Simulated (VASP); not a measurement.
# LaLuN2: single point with PBE

Crystal: LaLuN2.

```
La N Lu
1.0
     3.57611    0.00000    0.00000
     0.00000    3.57611    0.00000
     0.00000    0.00000    5.05424
La N Lu
1 2 1
Direct
  0.00000 0.00000 0.00000
  0.00000 0.00000 0.50000
  0.50000 0.50000 0.00000
  0.50000 0.50000 0.50000
```

```
Program             : VASP 6.6.1
Task                : single point
Functional          : PBE
Potentials or basis : VASP PAW PBE potentials, release 64 (La, N, Lu)
Cutoff              : 600 eV
k mesh              : 6 × 6 × 4
Occupations         : fermi-dirac, width 0.02 eV
Spin                : non-collinear spin, zero start, spin-orbit coupling
Starting moments    : [[0, 0, 0], [0, 0, 0], [0, 0, 0], [0, 0, 0]] μB
```

* Pressure: 1.1 GPa
* Net moment: 0.00 μB per cell
* Valence electrons inside the program's atomic spheres: La 8.75; N 3.60, 3.63; Lu 23.11

Moments on the atoms (μB; x, y, z):
```
La  0.00 0.00 0.00
N   0.00 0.00 0.00
N   0.00 0.00 0.00
Lu  0.00 0.00 0.00
```

Run time: 7.9 min on 1 thread of Oxide Virtual Turin-like Processor, on a shared host, peak memory 0.45 GiB.
